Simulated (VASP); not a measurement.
# InSe (R3m) in VASP: notebook

InSe is run at these levels: PBEsol+D4, PBEsol+D3(BJ); tasks: single point.

Everything below comes from runs of VASP 6.6.1. Logs are shortened: lines on timing, memory, paths and dates and some standing lists are left out, and cuts for length are marked.

**The experiment to reproduce.**

From “The Interaction of Hydrogen with the van der Waals Crystal γ-InSe”, 2020, pmc:7321205, for a bulk crystal of InSe at 300 K: band gap 1.25 eV.

The results are compared with them further down.

## 1. The cell of the first run

Symmetry: R3m, No. 160, trigonal system. The conventional cell has a = 3.980 Å, b = 3.980 Å, c = 24.475 Å, α = 90.00°, β = 90.00°, γ = 120.00°. In (site symmetry 3m) has 3 Se at 2.63 Å and 1 In at 2.76 Å within 3.5 Å. In (site symmetry 3m) has 3 Se at 2.63 Å and 1 In at 2.76 Å within 3.5 Å. Within 3.5 Å of Se (site symmetry 3m) lie 3 In at 2.63 Å. Se (site symmetry 3m) has 3 In at 2.63 Å within 3.5 Å.

## 2. Single point, PBEsol+D4

Contents of INCAR:

```
SYSTEM = InSe
ALGO = Normal
EDIFF = 1E-7
ENCUT = 520
GGA = PS
ISIF = 2
ISMEAR = -1
IVDW = 13
LASPH = .TRUE.
LCHARG = .FALSE.
LREAL = .FALSE.
LWAVE = .FALSE.
NBANDS = 27
NELM = 100
PREC = Accurate
SIGMA = 0.05
```

Contents of KPOINTS:

```
k-points
0
G
  8 8 8
  0 0 0
```

Contents of POSCAR:

```
InSe
1.0
    1.9900947441      1.1489817362      8.1584318549
   -1.9900947441      1.1489817362      8.1584318549
    0.0000000000     -2.2979634725      8.1584318549
In Se
2 2
Direct
    0.8879388495      0.8879388495      0.8879388495
    0.0006940462      0.0006940462      0.0006940462
    0.1688662991      0.1688662991      0.1688662991
    0.3865008052      0.3865008052      0.3865008052
```

Potentials or basis: VASP PAW PBE potentials, release 64 (In_d, Se).

Started as:

```console
cat potpaw_PBE.64/In_d/POTCAR potpaw_PBE.64/Se/POTCAR > POTCAR
mpirun -np 1 vasp_std > vasp.out
```

OUTCAR:

```text
SYSTEM = InSe
   EDIFF = 1E-7
   ENCUT = 520
   GGA = PS
   ISIF = 2
   ISMEAR = -1
   IVDW = 13
   LASPH = .TRUE.
   LREAL = .FALSE.
   NELM = 100
   PREC = Accurate

 ion  position               nearest neighbor table
   1  0.888  0.888  0.888-   3 2.63   3 2.63   3 2.63   2 2.76
   2  0.001  0.001  0.001-   4 2.63   4 2.63   4 2.63   1 2.76
   3  0.169  0.169  0.169-   1 2.63   1 2.63   1 2.63
   4  0.387  0.387  0.387-   2 2.63   2 2.63   2 2.63

  LATTYP: Found a trigonal (rhomboedric) cell.
 ALAT       =     8.4758861750
 COS(alpha) =     0.8897427213

  Lattice vectors:

 A1 = (   1.9900947441,   1.1489817362,   8.1584318549)
 A2 = (  -1.9900947441,   1.1489817362,   8.1584318549)
 A3 = (   0.0000000000,  -2.2979634725,   8.1584318549)

Analysis of symmetry for initial positions (statically):
=====================================================================
 Subroutine PRICEL returns:
 Original cell was already a primitive cell.

 Routine SETGRP: Setting up the symmetry group for a
 trigonal (rhombohedral) supercell.

 Subroutine GETGRP returns: Found  6 space group operations
 (whereof  6 operations were pure point group operations)
 out of a pool of 12 trial point group operations.

The static configuration has the point symmetry C_3v.

Analysis of symmetry for dynamics (positions and initial velocities):
=====================================================================
 Subroutine PRICEL returns:
 Original cell was already a primitive cell.

 Routine SETGRP: Setting up the symmetry group for a
 trigonal (rhombohedral) supercell.

 Subroutine GETGRP returns: Found  6 space group operations
 (whereof  6 operations were pure point group operations)
 out of a pool of 12 trial point group operations.

The dynamic configuration has the point symmetry C_3v.

 Subroutine INISYM returns: Found  6 space group operations
 (whereof  6 operations are pure point group operations),
 and found     1 'primitive' translations

----------------------------------------------------------------------------------------

                                     Primitive cell

  volume of cell :     111.9296

  direct lattice vectors                    reciprocal lattice vectors
     1.990094744  1.148981736  8.158431855     0.251244320  0.145055976  0.040857525
    -1.990094744  1.148981736  8.158431855    -0.251244320  0.145055976  0.040857525
     0.000000000 -2.297963473  8.158431855     0.000000000 -0.290111951  0.040857525

  length of vectors
     8.475886175  8.475886175  8.475886175     0.292974882  0.292974882  0.292974882

  position of ions in fractional coordinates (direct lattice)
     0.887938850  0.887938850  0.887938850
     0.000694046  0.000694046  0.000694046
     0.168866299  0.168866299  0.168866299
     0.386500805  0.386500805  0.386500805

  ion indices of the primitive-cell ions
   primitive index   ion index
                 1           1
                 2           2
                 3           3
                 4           4

----------------------------------------------------------------------------------------

 KPOINTS: k-points

Automatic generation of k-mesh.
 Grid dimensions read from file:
 generate k-points for:    8    8    8

 Generating k-lattice:

  Cartesian coordinates                     Fractional coordinates (reciprocal lattice)
     0.031405540  0.018131997  0.005107191     0.125000000  0.000000000  0.000000000
    -0.031405540  0.018131997  0.005107191     0.000000000  0.125000000  0.000000000
     0.000000000 -0.036263994  0.005107191     0.000000000  0.000000000  0.125000000

  Length of vectors
     0.036621860  0.036621860  0.036621860

  Shift w.r.t. Gamma in fractional coordinates (k-lattice)
     0.000000000  0.000000000  0.000000000

 Subroutine IBZKPT returns following result:
 ===========================================

 Found     65 irreducible k-points:

 Following reciprocal coordinates:
            Coordinates               Weight
  0.000000  0.000000  0.000000      1.000000
  0.125000 -0.000000  0.000000      6.000000
  0.250000 -0.000000  0.000000      6.000000
  0.375000  0.000000  0.000000      6.000000
  0.500000 -0.000000  0.000000      3.000000
  0.125000  0.125000  0.000000      6.000000
[... 16 lines left out ...]
  0.250000  0.125000  0.125000      6.000000
  0.375000  0.125000  0.125000      6.000000
 [... further k-points ...]
   k-points           NKPTS =     65   k-points in BZ     NKDIM =     65   number of bands    NBANDS=     27
   number of dos      NEDOS =    301   number of ions     NIONS =      4
   total plane-waves  NPLWV = 262144
   dimension x,y,z NGX =    64 NGY =   64 NGZ =   64
   dimension x,y,z NGXF=   128 NGYF=  128 NGZF=  128
   ions per type =               2   2
   NGX,Y,Z   is equivalent  to a cutoff of  12.55, 12.55, 12.55 a.u.
   NGXF,Y,Z  is equivalent  to a cutoff of  25.11, 25.11, 25.11 a.u.
 SYSTEM =  InSe
   PREC   = accura    normal or accurate (medium, high low for compatibility)
   ISTART =      0    job   : 0-new  1-cont  2-samecut
   ICHARG =      2    charge: 1-file 2-atom 10-const
   ISPIN  =      1    spin polarized calculation?
   LNONCOLLINEAR =      F non collinear calculations
   LSORBIT =      F    spin-orbit coupling
   LASPH  =      T    aspherical Exc in radial PAW
   ENCUT  =  520.0 eV  38.22 Ry    6.18 a.u.  15.76 15.76 15.76*2*pi/ulx,y,z
   NELM   =    100;   NELMIN=  2; NELMDL= -5     # of ELM steps
   EDIFF  = 0.1E-06   stopping-criterion for ELM
   LREAL  =      F    real-space projection
   EDIFFG = 0.1E-05   stopping-criterion for IOM
   NSW    =      0    number of steps for IOM
   IBRION =     -1    ionic relax: 0-MD 1-quasi-New 2-CG
   NFREE  =      0    steps in history (QN), initial steepest desc. (CG)
   ISIF   =      2    stress and relaxation
   ISYM   =      2    0-nonsym 1-usesym 2-fastsym
   POTIM  = 0.5000    time-step for ionic-motion
   TEBEG  =    0.0;   TEEND  =   0.0 temperature during run
   PSTRESS=    0.0 pullay stress
   NELECT =      38.0000    total number of electrons
   NUPDOWN=      -1.0000    fix difference up-down
   EMIN   =  10.00;   EMAX   =-10.00  energy-range for DOS
   EFERMI =   0.00;   METHOD = LEGACY
   ISMEAR =    -1;   SIGMA  =   0.05  broadening in eV -4-tet -1-fermi 0-gaus
   EFERMI_NEDOS =   21; number of points for ismear=-14 and -15
   IALGO  =     38    algorithm
   IMIX   =      4    mixing-type and parameters
     AMIX     =   0.40;   BMIX     =  1.00
     AMIX_MAG =   1.60;   BMIX_MAG =  1.00
  volume/ion in A,a.u.               =      27.98       188.83
  Fermi-wavevector in a.u.,A,eV,Ry     =   1.142057  2.158175 17.745998  1.304294
  Thomas-Fermi vector in A             =   2.278756
   LORBIT       =      0    0 simple, 1 ext, 2 COOP (PROOUT), +10 PAW based schemes
   GGA     = PS    functional components
   LHFCALC =     F    Hartree Fock is set to
   AEXX    =    0.0000 exact exchange contribution
   IVDW    =    13    specifies the selected vdW correction
   LEPSILON=     F    determine dielectric tensor
   LRPA    =     F    only Hartree local field effects (RPA)
 non-spin polarized calculation
  energy-cutoff  :      520.00
  volume of cell :      111.93
 maximum number of plane-waves:      3040
   NGX = 31   NGY = 31   NGZ = 31

 number of electron      37.9999999 magnetization

 Free energy of the ion-electron system (eV)
  ---------------------------------------------------
  ext. energy  EPLUGINS =         0.00000000
  ---------------------------------------------------
  free energy    TOTEN  =       -15.58037693 eV

  energy without entropy =      -15.58026862  energy(sigma->0) =      -15.58032278

 E-fermi :   4.6336     XC(G=0):  -9.3287

 val. band max:        4.4697737565   @ k =   0.5000   0.5000   0.5000
 cond. band min:       4.7707257768   @ k =   0.5000   0.5000   0.5000
 fundamental gap:      0.3009520203
 Fermi energy:         4.6335744866

 k-point     1 :       0.0000    0.0000    0.0000
  band No.  band energies     occupation
      1     -10.4034      2.00000
      2     -10.1951      2.00000
      3     -10.1951      2.00000
      4     -10.1008      2.00000
      5     -10.1008      2.00000
      6     -10.0917      2.00000
[... 19 lines left out ...]
     26       9.8469      0.00000
     27      12.0097      0.00000

 k-point     2 :       0.1250   -0.0000    0.0000
  band No.  band energies     occupation
      1     -10.4055      2.00000
      2     -10.2664      2.00000
      3     -10.1929      2.00000
      4     -10.1725      2.00000
      5     -10.0968      2.00000
      6     -10.0888      2.00000
[... 19 lines left out ...]
     26      10.2126      0.00000
     27      11.5996      0.00000

 k-point     3 :       0.2500   -0.0000    0.0000
  band No.  band energies     occupation
      1     -10.4506      2.00000
      2     -10.3380      2.00000
      3     -10.2995      2.00000
      4     -10.1911      2.00000
      5     -10.1084      2.00000
      6     -10.0601      2.00000
[... 19 lines left out ...]
     26      10.7953      0.00000
     27      11.1293      0.00000

 k-point     4 :       0.3750    0.0000    0.0000
  band No.  band energies     occupation
      1     -10.5267      2.00000
      2     -10.3964      2.00000
      3     -10.3404      2.00000
      4     -10.1925      2.00000
      5     -10.1198      2.00000
      6     -10.0318      2.00000
[... 19 lines left out ...]
     26      10.9858      0.00000
     27      11.4975      0.00000

 k-point     5 :       0.5000   -0.0000    0.0000
  band No.  band energies     occupation
      1     -10.5563      2.00000
      2     -10.4311      2.00000
      3     -10.3377      2.00000
      4     -10.1937      2.00000
      5     -10.1244      2.00000
      6     -10.0204      2.00000
[... 19 lines left out ...]
     26      10.7858      0.00000
     27      11.2060      0.00000

 k-point     6 :       0.1250    0.1250    0.0000
  band No.  band energies     occupation
      1     -10.4054      2.00000
      2     -10.2656      2.00000
      3     -10.1930      2.00000
      4     -10.1734      2.00000
      5     -10.0968      2.00000
      6     -10.0888      2.00000
[... 444 lines left out ...]
      1     -10.5428      2.00000
      2     -10.4465      2.00000
      3     -10.3358      2.00000
      4     -10.1946      2.00000
      5     -10.1241      2.00000
      6     -10.0200      2.00000
[... 19 lines left out ...]
     26      11.7144      0.00000
     27      12.3378      0.00000

 k-point    22 :       0.1250    0.1250    0.1250
  band No.  band energies     occupation
      1     -10.4034      2.00000
      2     -10.1952      2.00000
      3     -10.1952      2.00000
      4     -10.1007      2.00000
      5     -10.1007      2.00000
      6     -10.0918      2.00000
[... 19 lines left out ...]
     26       9.8757      0.00000
     27      12.0587      0.00000

 k-point    23 :       0.2500    0.1250    0.1250
  band No.  band energies     occupation
      1     -10.4052      2.00000
      2     -10.2637      2.00000
      3     -10.1929      2.00000
      4     -10.1762      2.00000
      5     -10.0968      2.00000
      6     -10.0888      2.00000
[... 19 lines left out ...]
     26      10.3170      0.00000
     27      11.5784      0.00000

 k-point    24 :       0.3750    0.1250    0.1250
  band No.  band energies     occupation
      1     -10.4468      2.00000
      2     -10.3371      2.00000
      3     -10.3048      2.00000
      4     -10.1911      2.00000
      5     -10.1084      2.00000
      6     -10.0601      2.00000
[... 19 lines left out ...]
     26      10.8487      0.00000
     27      11.3355      0.00000

 [... further k-points ...]

------------------------ aborting loop because EDIFF is reached ----------------------------------------

  DFT-D4 for vdW energy calculation

  Edisp (eV):   -0.79129

  FORCE on cell =-STRESS in cart. coord.  units (eV):
  Direction    XX          YY          ZZ          XY          YZ          ZX
  --------------------------------------------------------------------------------------
  -------------------------------------------------------------------------------------
  Total       0.05489     0.05489     0.04000     0.00000    -0.00000     0.00000
  in kB       0.78573     0.78573     0.57254     0.00000    -0.00000     0.00000
  external pressure =        0.71 kB  Pullay stress =        0.00 kB

 VOLUME and BASIS-vectors are now :
 -----------------------------------------------------------------------------
  energy-cutoff  :      520.00
  volume of cell :      111.93
      direct lattice vectors                 reciprocal lattice vectors
     1.990094744  1.148981736  8.158431855     0.251244320  0.145055976  0.040857525
    -1.990094744  1.148981736  8.158431855    -0.251244320  0.145055976  0.040857525
     0.000000000 -2.297963473  8.158431855     0.000000000 -0.290111951  0.040857525

 POSITION                                       TOTAL-FORCE (eV/Angst)
 -----------------------------------------------------------------------------------
      0.00000     -0.00000     21.73257         0.000000     -0.000000      0.019403
      0.00000     -0.00000      0.01699         0.000000      0.000000     -0.019403
      0.00000     -0.00000      4.13305         0.000000      0.000000     -0.020899
      0.00000     -0.00000      9.45972         0.000000     -0.000000      0.020898
 -----------------------------------------------------------------------------------
    total drift:                                0.000000      0.000000     -0.000077

  FREE ENERGIE OF THE ION-ELECTRON SYSTEM (eV)
  ---------------------------------------------------
  free  energy   TOTEN  =       -16.3716664397 eV

  energy  without entropy=      -16.3715581369  energy(sigma->0) =      -16.37161229
```

Wall time 6.3 min (1 thread of Intel Xeon 6975P-C (Granite Rapids), shared host); peak memory 0.63 GiB.

What came out:

- Free energy: -16.3717 eV
- Pressure: 0.1 GPa
- Largest force: 0.021 eV/Å
- Band gap on the k mesh: 0.30 eV
- Dispersion energy per atom: -0.198 eV

Forces on the atoms (eV/Å):
```
In   0.000  0.000  0.019
In   0.000  0.000 -0.019
Se   0.000  0.000 -0.021
Se   0.000  0.000  0.021
```

Levels at points of the mesh, in eV from the valence-band top:
```
           k point  band 15  band 16  band 17  band 18  band 19  band 20  band 21  band 22  band 23  band 24
(0.00, 0.00, 0.00)    -1.78    -1.43    -1.43    -1.24    -1.24     1.81     2.01     4.27     4.27     4.97
(0.50, 0.00, 0.00)    -3.71    -2.62    -2.52    -2.28    -1.76     0.95     1.96     3.58     3.92     4.70
(0.50, 0.50, 0.00)    -3.43    -2.86    -2.69    -2.06    -1.61     0.96     1.93     3.15     3.37     4.15
(0.50, 0.50, 0.50)    -1.50    -1.50    -1.16    -1.16     0.00     0.30     2.09     4.15     4.15     5.56
```

Caveat: the PAW data sets were made with another functional, which shifts forces and pressure a little; spin-orbit coupling is left out, which moves the levels of the heavy elements.

## 3. Single point, PBEsol+D3(BJ)

This run uses another cell than the first one, of 29.24 Å³/atom.

Contents of INCAR:

```
SYSTEM = InSe
ALGO = Normal ; EDIFF = 1E-6
ENCUT = 520 ; GGA = PS
ISIF = 2 ; ISMEAR = -1
IVDW = 12 ; LASPH = .TRUE.
LCHARG = .TRUE. ; LELF = .TRUE.
LREAL = .FALSE. ; LVHAR = .TRUE.
LWAVE = .FALSE. ; NBANDS = 27
NELM = 100 ; PREC = Accurate
SIGMA = 0.05
```

KPOINTS is that of step 2.

Contents of POSCAR:

```
InSe
1.0
    2.0000000000      1.1547005384      8.4400000000
   -2.0000000000      1.1547005384      8.4400000000
    0.0000000000     -2.3094010768      8.4400000000
In Se
2 2
Direct
    0.8886000000      0.8886000000      0.8886000000
    0.0000000000      0.0000000000      0.0000000000
    0.1719000000      0.1719000000      0.1719000000
    0.3835000000      0.3835000000      0.3835000000
```

Potentials or basis: VASP PAW PBE potentials, release 64 (In_d, Se).

Started as:

```console
cat potpaw_PBE.64/In_d/POTCAR potpaw_PBE.64/Se/POTCAR > POTCAR
mpirun -np 1 vasp_std > vasp.out
```

Wall time 9.5 min (1 thread of Intel Xeon 6975P-C (Granite Rapids), shared host); peak memory 0.72 GiB.

It converged, with:

```
Free energy                : -16.7477 eV
Pressure                   : -1.4 GPa
Largest force              : 0.309 eV/Å
Band gap on the k mesh     : 0.33 eV
Dispersion energy per atom : -0.289 eV
```

Forces on the atoms (eV/Å):
```
In   0.000  0.000  0.309
In   0.000  0.000 -0.289
Se   0.000  0.000 -0.110
Se   0.000  0.000  0.090
```

Stress tensor (GPa, compression positive):
```
-1.03  0.00  0.00
 0.00 -1.03  0.00
 0.00  0.00 -2.09
```

Levels at points of the mesh, in eV from the valence-band top:
```
           k point  band 17  band 18  band 19  band 20  band 21  band 22
(0.00, 0.00, 0.00)    -1.31    -1.22    -1.22     1.62     1.99     4.35
(0.50, 0.00, 0.00)    -2.36    -2.26    -1.69     1.13     1.90     3.55
(0.50, 0.50, 0.00)    -2.52    -2.07    -1.52     1.11     1.91     3.20
(0.50, 0.50, 0.50)    -1.14    -1.14     0.00     0.33     2.05     4.27
```

Caveat: three body term missing; the PAW data sets were made with another functional, which shifts forces and pressure a little; spin-orbit coupling is left out, which moves the levels of the heavy elements. A k mesh can miss the band edges.

## 4. Comparison with measurements

Step 2. Measured gap of InSe: 1.25 eV (300 K; “The Interaction of Hydrogen with the van der Waals Crystal γ-InSe”, 2020, pmc:7321205). This calculation gives 0.30 eV (-0.95 eV). Spin-orbit coupling on In, Se is left out. The value is that of PBEsol+D4 on a finite k mesh, which can miss the band edges, without temperature or zero-point motion. Semilocal functionals fall short of measured gaps as a rule.
